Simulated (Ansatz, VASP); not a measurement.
InAs: VASP beside Ansatz

File INCAR:

```
SYSTEM = InAs
PREC = Accurate
ENCUT = 520
EDIFF = 1E-7
ISMEAR = -1
SIGMA = 0.05
LREAL = .FALSE.
LASPH = .TRUE.
NELM = 60
ALGO = Normal
ISIF = 2
LWAVE = .FALSE.
LCHARG = .FALSE.
NBANDS = 16
```

File KPOINTS:

```
regular mesh
0
G
  8 8 8
  0 0 0
```

File POSCAR:

```
InAs
1.0
    0.0000000000      2.8384167465      2.8384167465
    2.8384167465      0.0000000000      2.8384167465
    2.8384167465      2.8384167465      0.0000000000
In As
1 1
Direct
    0.5000000000      0.5000000000      0.5000000000
    0.0000000000      0.0000000000      0.0000000000
```

File input.yaml:

```yaml
crystal:
  lattice:
    - [0.0, 2.8384167465, 2.8384167465]
    - [2.8384167465, 0.0, 2.8384167465]
    - [2.8384167465, 2.8384167465, 0.0]
  atoms:
    - { symbol: In, position: [0.5, 0.5, 0.5] }
    - { symbol: As, position: [0.0, 0.0, 0.0] }
kpoints:
  mp_grid: { grid: [8, 8, 8] }
scf:
  occupations: { method: fermi_dirac, width: 0.05 }
hamiltonian:
  xc: lda
  pseudopotentials: { kind: all_electron, lapw: { basis_error: 0.001 } }
output:
  forces: true
  stress: true
  eigenvalues: true
```

Change from the starting cell: volume scaled by 0.96.

Alike in both runs: task single point; functional LDA; k mesh 8 × 8 × 8; occupations fermi-dirac, width 0.05 eV; no spin polarisation.

|  | VASP | Ansatz |
| --- | --- | --- |
| version | VASP 6.6.1 | Ansatz 0.2.0 |
| potentials or method | VASP PAW LDA potentials, release 64 (In_d, As), cutoff 520 eV | all-electron LAPW, scalar-relativistic |

Ansatz gave:

| Item | Value |
| --- | --- |
| gap on the k mesh at the Fermi level (eV) | none |
| pressure (GPa) | -2.7 |

Q: Estimate VASP's values.

A: gap on the k mesh at the Fermi level (eV): none; pressure (GPa): -2.6.

LDA's correlation is that of Perdew and Zunger in VASP and of Perdew and Wang (1992) in Ansatz. A gap of «none» marks a metal or a gap that the smearing closes. Ansatz ran all-electron here, and VASP with PAW potentials.
